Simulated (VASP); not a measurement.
# CdTe (F-43m) in VASP: notebook, part 2 of 3

VASP 6.6.1. The steps go on from the part before.

**3. Single point, PBE0**

Input file POSCAR:

```
CdTe
1.0
    0.0000000000      3.2446714374      3.2446714374
    3.2446714374      0.0000000000      3.2446714374
    3.2446714374      3.2446714374      0.0000000000
Cd Te
1 1
Direct
    0.0000000000      0.0000000000      0.0000000000
    0.2500000000      0.2500000000      0.2500000000
```

Input file INCAR.step1:

```
SYSTEM = CdTe
  PREC = Accurate
  ENCUT = 520
  EDIFF = 1E-5
  ISMEAR = 0
  SIGMA = 0.01
  LREAL = .False.
  LASPH = .True.
  NELM = 100
  ALGO = Normal
  ISIF = 2
  LWAVE = .True.
  LCHARG = .False.
  GGA = PE
  NBANDS = 16
```

Input file INCAR.step2:

```
SYSTEM = CdTe
  PREC = Accurate
  ENCUT = 520
  EDIFF = 1E-6
  ISMEAR = 0
  SIGMA = 0.01
  LREAL = .False.
  LASPH = .True.
  NELM = 100
  ALGO = Normal
  ISIF = 2
  LWAVE = .False.
  LCHARG = .False.
  GGA = PE
  LHFCALC = .True.
  AEXX = 0.25
  PRECFOCK = Normal
  ISTART = 1
  NBANDS = 16
```

Input file KPOINTS:

```
Automatic mesh
0
Gamma
  4 4 4
  0 0 0
```

Potentials or basis: VASP PAW PBE potentials, release 64 (Cd, Te).

Run with:

```console
cat potpaw_PBE.64/Cd/POTCAR potpaw_PBE.64/Te/POTCAR > POTCAR
cp INCAR.step1 INCAR
mpirun -np 1 vasp_std > vasp.out
cp INCAR.step2 INCAR
mpirun -np 1 vasp_std > vasp.out
```

OUTCAR:

```text
SYSTEM = CdTe
   PREC = Accurate
   ENCUT = 520
   EDIFF = 1E-6
   ISMEAR = 0
   LREAL = .False.
   LASPH = .True.
   NELM = 100
   ISIF = 2
   GGA = PE
   LHFCALC = .True.
   AEXX = 0.25
   PRECFOCK = Normal
   ISTART = 1

 ion  position               nearest neighbor table
   1  0.000  0.000  0.000-   2 2.81   2 2.81   2 2.81   2 2.81
   2  0.250  0.250  0.250-   1 2.81   1 2.81   1 2.81   1 2.81

  LATTYP: Found a face centered cubic cell.
 ALAT       =     6.4893428748

  Lattice vectors:

 A1 = (   0.0000000000,   3.2446714374,   3.2446714374)
 A2 = (   3.2446714374,   0.0000000000,   3.2446714374)
 A3 = (   3.2446714374,   3.2446714374,   0.0000000000)

Analysis of symmetry for initial positions (statically):
=====================================================================
 Subroutine PRICEL returns:
 Original cell was already a primitive cell.

 Routine SETGRP: Setting up the symmetry group for a
 face centered cubic supercell.

 Subroutine GETGRP returns: Found 24 space group operations
 (whereof 24 operations were pure point group operations)
 out of a pool of 48 trial point group operations.

The static configuration has the point symmetry T_d .

Analysis of symmetry for dynamics (positions and initial velocities):
=====================================================================
 Subroutine PRICEL returns:
 Original cell was already a primitive cell.

 Routine SETGRP: Setting up the symmetry group for a
 face centered cubic supercell.

 Subroutine GETGRP returns: Found 24 space group operations
 (whereof 24 operations were pure point group operations)
 out of a pool of 48 trial point group operations.

The dynamic configuration has the point symmetry T_d .

 Subroutine INISYM returns: Found 24 space group operations
 (whereof 24 operations are pure point group operations),
 and found     1 'primitive' translations

----------------------------------------------------------------------------------------

                                     Primitive cell

  volume of cell :      68.3191

  direct lattice vectors                    reciprocal lattice vectors
     0.000000000  3.244671437  3.244671437    -0.154098808  0.154098808  0.154098808
     3.244671437  0.000000000  3.244671437     0.154098808 -0.154098808  0.154098808
     3.244671437  3.244671437  0.000000000     0.154098808  0.154098808 -0.154098808

  length of vectors
     4.588658352  4.588658352  4.588658352     0.266906964  0.266906964  0.266906964

  position of ions in fractional coordinates (direct lattice)
     0.000000000  0.000000000  0.000000000
     0.250000000  0.250000000  0.250000000

  ion indices of the primitive-cell ions
   primitive index   ion index
                 1           1
                 2           2

----------------------------------------------------------------------------------------

 KPOINTS: Automatic mesh

Automatic generation of k-mesh.
 Grid dimensions read from file:
[... 23 lines left out ...]
  0.250000  0.000000  0.000000      8.000000
  0.500000  0.000000  0.000000      4.000000
  0.250000  0.250000  0.000000      6.000000
  0.500000  0.250000  0.000000     24.000000
 -0.250000  0.250000  0.000000     12.000000
  0.500000  0.500000  0.000000      3.000000
 -0.250000  0.500000  0.250000      6.000000
   k-points           NKPTS =      8   k-points in BZ     NKDIM =     64   number of bands    NBANDS=     16
   number of dos      NEDOS =    301   number of ions     NIONS =      2
   total plane-waves  NPLWV =  46656
   dimension x,y,z NGX =    36 NGY =   36 NGZ =   36
   dimension x,y,z NGXF=    72 NGYF=   72 NGZF=   72
   ions per type =               1   1
   NGX,Y,Z   is equivalent  to a cutoff of  13.04, 13.04, 13.04 a.u.
   NGXF,Y,Z  is equivalent  to a cutoff of  26.09, 26.09, 26.09 a.u.
 SYSTEM =  CdTe
   PREC   = accura    normal or accurate (medium, high low for compatibility)
   ISTART =      1    job   : 0-new  1-cont  2-samecut
   ICHARG =      0    charge: 1-file 2-atom 10-const
   ISPIN  =      1    spin polarized calculation?
   LNONCOLLINEAR =      F non collinear calculations
   LSORBIT =      F    spin-orbit coupling
   LASPH  =      T    aspherical Exc in radial PAW
   ENCUT  =  520.0 eV  38.22 Ry    6.18 a.u.   8.53  8.53  8.53*2*pi/ulx,y,z
   NELM   =    100;   NELMIN=  2; NELMDL=  0     # of ELM steps
   EDIFF  = 0.1E-05   stopping-criterion for ELM
   LREAL  =      F    real-space projection
   EDIFFG = 0.1E-04   stopping-criterion for IOM
   NSW    =      0    number of steps for IOM
   IBRION =     -1    ionic relax: 0-MD 1-quasi-New 2-CG
   NFREE  =      0    steps in history (QN), initial steepest desc. (CG)
   ISIF   =      2    stress and relaxation
   ISYM   =      3    0-nonsym 1-usesym 2-fastsym
   POTIM  = 0.5000    time-step for ionic-motion
   TEBEG  =    0.0;   TEEND  =   0.0 temperature during run
   PSTRESS=    0.0 pullay stress
   NELECT =      18.0000    total number of electrons
   NUPDOWN=      -1.0000    fix difference up-down
   EMIN   =  10.00;   EMAX   =-10.00  energy-range for DOS
   EFERMI =   0.00;   METHOD = LEGACY
   ISMEAR =     0;   SIGMA  =   0.01  broadening in eV -4-tet -1-fermi 0-gaus
   EFERMI_NEDOS =   21; number of points for ismear=-14 and -15
   IALGO  =     38    algorithm
   IMIX   =      1    mixing-type and parameters
     AMIX     =   0.40;   BMIX     =  1.00
     AMIX_MAG =   1.60;   BMIX_MAG =  1.00
  volume/ion in A,a.u.               =      34.16       230.52
  Fermi-wavevector in a.u.,A,eV,Ry     =   1.049506  1.983279 14.986313  1.101463
  Thomas-Fermi vector in A             =   2.184471
   LORBIT       =      0    0 simple, 1 ext, 2 COOP (PROOUT), +10 PAW based schemes
   GGA     = PE    functional components
   LHFCALC =     T    Hartree Fock is set to
   PRECFOCK=normal    Normal, Fast or Accurate (Low or Medium for compatibility)
   ENCUT4O =  -1.0   cutoff for four orbital integrals eV
   NKREDX  =     1    reduce k-point grid by
   NKREDY  =     1    reduce k-point grid by
   NKREDZ  =     1    reduce k-point grid by
   AEXX    =    0.2500 exact exchange contribution
   HFSCREEN=    0.0000 screening length (either q_TF or 0.3 A-1)
   HFSCREENC=   0.0000 screening length for correlation (either q_TF or 0.3 A-1)
   ENCUTFOCK=  -1.0 apply spherical cutoff to Coloumb kernel
   IVDW    =     0    specifies the selected vdW correction
   LEPSILON=     F    determine dielectric tensor
   LRPA    =     F    only Hartree local field effects (RPA)
 non-spin polarized calculation
 Gauss-broadening in eV      SIGMA  =   0.01
  energy-cutoff  :      520.00
  volume of cell :       68.32
 maximum number of plane-waves:      1856
 NGX is ok and might be reduce to    36
  NGX = 28; NGY = 28; NGZ = 28

 number of electron      17.9999997 magnetization

 Free energy of the ion-electron system (eV)
  ---------------------------------------------------
  ext. energy  EPLUGINS =         0.00000000
  ---------------------------------------------------
  free energy    TOTEN  =        -6.55354913 eV

  energy without entropy =       -6.55354913  energy(sigma->0) =       -6.55354913

 E-fermi :   1.5136     XC(G=0):  -6.7745

 val. band max:        1.4503007463   @ k =   0.0000   0.0000   0.0000
 cond. band min:       3.6837442407   @ k =   0.0000   0.0000   0.0000
 fundamental gap:      2.2334434944
 Fermi energy:         1.5135756855

 k-point     1 :       0.0000    0.0000    0.0000
  band No.  band energies     occupation
      1     -10.7212      2.00000
      2      -8.1928      2.00000
      3      -8.1928      2.00000
      4      -8.1928      2.00000
      5      -7.9311      2.00000
      6      -7.9311      2.00000
[... 129 lines left out ...]
      3      -8.0642      2.00000
      4      -7.9616      2.00000
      5      -7.9308      2.00000
      6      -7.2198      2.00000
[... 8 lines left out ...]
     15      14.4591      0.00000
     16      14.5617      0.00000

------------------------ aborting loop because EDIFF is reached ----------------------------------------

  FORCE on cell =-STRESS in cart. coord.  units (eV):
  Direction    XX          YY          ZZ          XY          YZ          ZX
  --------------------------------------------------------------------------------------
  -------------------------------------------------------------------------------------
  Total        0.6135534      0.6135534      0.6135534      0.0000000      0.0000000      0.0000000
  in kB       14.3886733     14.3886733     14.3886733      0.0000000      0.0000000      0.0000000
  external PRESSURE =      14.3886733 kB  Pullay stress =       0.0000000 kB

 VOLUME and BASIS-vectors are now :
 -----------------------------------------------------------------------------
  energy-cutoff  :      520.00
  volume of cell :       68.32
      direct lattice vectors                 reciprocal lattice vectors
     0.000000000  3.244671437  3.244671437    -0.154098808  0.154098808  0.154098808
     3.244671437  0.000000000  3.244671437     0.154098808 -0.154098808  0.154098808
     3.244671437  3.244671437  0.000000000     0.154098808  0.154098808 -0.154098808

 POSITION                                       TOTAL-FORCE (eV/Angst)
 -----------------------------------------------------------------------------------
      0.00000      0.00000      0.00000         0.000000      0.000000      0.000000
      1.62234      1.62234      1.62234        -0.000000     -0.000000     -0.000000
 -----------------------------------------------------------------------------------
    total drift:                                0.000011      0.000014      0.000007

  FREE ENERGIE OF THE ION-ELECTRON SYSTEM (eV)
  ---------------------------------------------------
  free  energy   TOTEN  =        -6.5535491295 eV

  energy  without entropy=       -6.5535491295  energy(sigma->0) =       -6.55354913
```

Wall time 10 min (1 thread of Intel Xeon Platinum 8259CL at 2.50GHz (Skylake/Cascade Lake), shared host); peak memory 0.22 GiB.

Results:

```yaml
Free_energy: -6.5535 eV
Pressure: 1.4 GPa
Band_gap_on_the_k_mesh: 2.23 eV
```

Levels at points of the mesh, in eV from the valence-band top:
| k point | band 6 | band 7 | band 8 | band 9 | band 10 | band 11 | band 12 | band 13 |
| --- | --- | --- | --- | --- | --- | --- | --- | --- |
| (0.00, 0.00, 0.00) | -9.38 | 0.00 | 0.00 | 0.00 | 2.23 | 6.19 | 6.19 | 6.19 |
| (0.50, 0.00, 0.00) | -8.94 | -4.79 | -0.84 | -0.84 | 3.31 | 6.77 | 6.77 | 8.68 |
| (0.50, 0.50, 0.00) | -8.75 | -4.65 | -2.02 | -2.02 | 3.96 | 4.18 | 10.70 | 11.10 |

Caveat: the PAW data sets were made with another functional, which shifts forces and pressure a little; spin-orbit coupling is left out, which moves the levels of the heavy elements.

[end of part 2 of 3]
